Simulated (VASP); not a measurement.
Here is a VASP 6.6.1 calculation.

INCAR

```
SYSTEM = ZnCd5O6
  ALGO = Normal
  EDIFF = 1E-6
  ENCUT = 520
  GGA = PE
  ISIF = 2
  ISMEAR = 0
  LASPH = .TRUE.
  LCHARG = .TRUE.
  LELF = .TRUE.
  LREAL = .FALSE.
  LVHAR = .TRUE.
  LWAVE = .FALSE.
  NBANDS = 66
  NELM = 80
  PREC = Accurate
  SIGMA = 0.1
```

Contents of KPOINTS:

```
k-points
0
G
  6 6 1
  0 0 0
```

The input POSCAR:

```
ZnCd5O6
1.0
    3.5524818000      0.0000000000      0.0000000000
    0.0000000000      3.5524818000      0.0000000000
    0.0000000000      0.0000000000     15.2538172000
Zn Cd O
1 5 6
Direct
    0.5000000000      0.5000000000      0.0000000000
    0.0000000000      0.0000000000      0.8483840000
    0.0000000000      0.0000000000      0.1516160000
    0.5000000000      0.5000000000      0.3258510000
    0.0000000000      0.0000000000      0.5000000000
    0.5000000000      0.5000000000      0.6741490000
    0.5000000000      0.0000000000      0.0644280000
    0.0000000000      0.5000000000      0.2386920000
    0.5000000000      0.0000000000      0.4129070000
    0.0000000000      0.5000000000      0.5870930000
    0.5000000000      0.0000000000      0.7613080000
    0.0000000000      0.5000000000      0.9355720000
```

Potentials or basis: VASP PAW PBE potentials, release 64 (Zn, Cd, O).

Command:

```console
$ cat potpaw_PBE.64/Zn/POTCAR potpaw_PBE.64/Cd/POTCAR potpaw_PBE.64/O/POTCAR > POTCAR
$ mpirun -np 1 vasp_std > vasp.out
```

(1) What does it give for the pressure?

(2) Estimate the largest force.

(3) Estimate the band gap on the k mesh.

Answers

(1) 1.1 GPa.

(2) 0.049 eV/Å.

(3) zero (filled and empty bands touch).

Caveat: the k points lie up to 0.41 Å⁻¹ apart; semilocal functionals underestimate gaps, and a narrow one can read as zero.
